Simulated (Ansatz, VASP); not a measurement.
**SiC5: VASP beside Ansatz**

```
Si C
1.0
     3.83403    0.00000    0.00000
     0.00000    3.83403    0.00000
     0.00000    0.00000    3.58227
Si C
1 5
Cartesian
  1.9170 1.9170 0.0000
  1.9170 0.0000 1.7911
  0.0000 1.9170 1.7911
  1.9170 0.0000 0.0000
  0.0000 1.9170 0.0000
  1.9170 1.9170 1.7911
```

Alike in both runs: functional PBE; k mesh 6 × 6 × 4; occupations gaussian, width 0.1 eV; no spin polarisation.

Ansatz relaxed the structure, and its values are those at the end. VASP's run is a single point on that final structure, the one shown.

|  | VASP | Ansatz |
| --- | --- | --- |
| version | VASP 6.6.1 | Ansatz 0.2.0 |
| potentials or method | VASP PAW PBE potentials, release 64 (Si, C), cutoff 520 eV | scalar-relativistic, plane waves, PAW |
| valence electrons in the cell | 24 | 24 |

```tsv
	VASP	Ansatz	Ansatz less VASP
gap on the k mesh at the Fermi level (eV)	none	none	-
pressure (GPa)	-0.1	-0.1	+0.02
```

A gap of «none» marks a metal or a gap that the smearing closes.

The k mesh is coarse, so the values compare programs but aren't converged.
